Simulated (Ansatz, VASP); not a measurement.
**Two plane-wave programs on Zn**

```
CELL_PARAMETERS angstrom
-1.73920 1.57356 1.57356
1.57356 -1.73920 1.57356
1.57356 1.57356 -1.73920
ATOMIC_POSITIONS crystal
Zn 0.00000 0.00000 0.00000
```

Alike in both runs: task single point; functional PBEsol; k mesh 24 × 24 × 24; occupations gaussian, width 0.15 eV; no spin polarisation.

|  | VASP | Ansatz |
| --- | --- | --- |
| version | VASP 6.6.1 | Ansatz 0.2.0 |
| potentials or method | VASP PAW PBE potentials, release 64 (Zn), cutoff 520 eV | scalar-relativistic, plane waves, PAW |
| valence electrons in the cell | 12 | 12 |

|  | VASP | Ansatz | Ansatz less VASP |
| --- | --- | --- | --- |
| gap on the k mesh at the Fermi level (eV) | none | none | - |
| pressure (GPa) | -2.0 | -2.3 | -0.26 |
| traceless stress, the component that is largest in VASP (GPa) | 3.64 | 3.54 | -0.096 |

VASP's potentials were made for PBE, not for PBEsol. A gap of «none» marks a metal or a gap that the smearing closes.
